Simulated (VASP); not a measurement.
Input of a VASP 6.6.1 run:

POSCAR

```
Pb
1.0
    0.0000000000      2.4914113386      2.4914113386
    2.4914113386      0.0000000000      2.4914113386
    2.4914113386      2.4914113386      0.0000000000
Pb
1
Direct
    0.0000000000      0.0000000000      0.0000000000
```

File INCAR.step1:

```
SYSTEM = Pb
PREC = Accurate ; ENCUT = 520
EDIFF = 1E-5 ; ISMEAR = -1
SIGMA = 0.05 ; LREAL = .FALSE.
LASPH = .TRUE. ; NELM = 100
ALGO = Normal ; ISIF = 2
LWAVE = .TRUE. ; LCHARG = .FALSE.
GGA = PE ; NBANDS = 13
```

INCAR.step2

```
SYSTEM = Pb
PREC = Accurate ; ENCUT = 520
EDIFF = 1E-6 ; ISMEAR = -1
SIGMA = 0.05 ; LREAL = .FALSE.
LASPH = .TRUE. ; NELM = 100
ALGO = Normal ; ISIF = 2
LWAVE = .FALSE. ; LCHARG = .FALSE.
GGA = PE ; LHFCALC = .TRUE.
AEXX = 0.25 ; PRECFOCK = Normal
ISTART = 1 ; NBANDS = 13
```

File KPOINTS:

```
Automatic mesh
0
G
  6 6 6
  0 0 0
```

Potentials or basis: VASP PAW PBE potentials, release 64 (Pb_d).

Command:

```sh
$ cat potpaw_PBE.64/Pb_d/POTCAR > POTCAR
$ cp INCAR.step1 INCAR
$ mpirun -np 1 vasp_std > vasp.out
$ cp INCAR.step2 INCAR
$ mpirun -np 1 vasp_std > vasp.out
```

Predict the pressure.

0.7 GPa.

Estimate the band gap on the k mesh.

zero (band 7 reaches 15.43 eV, above the bottom of band 8 at 4.94 eV).

Caveat: the k points lie up to 0.36 Å⁻¹ apart; the PAW data sets were made with another functional, which shifts forces and pressure a little; spin-orbit coupling is left out, which moves the levels of the heavy elements.
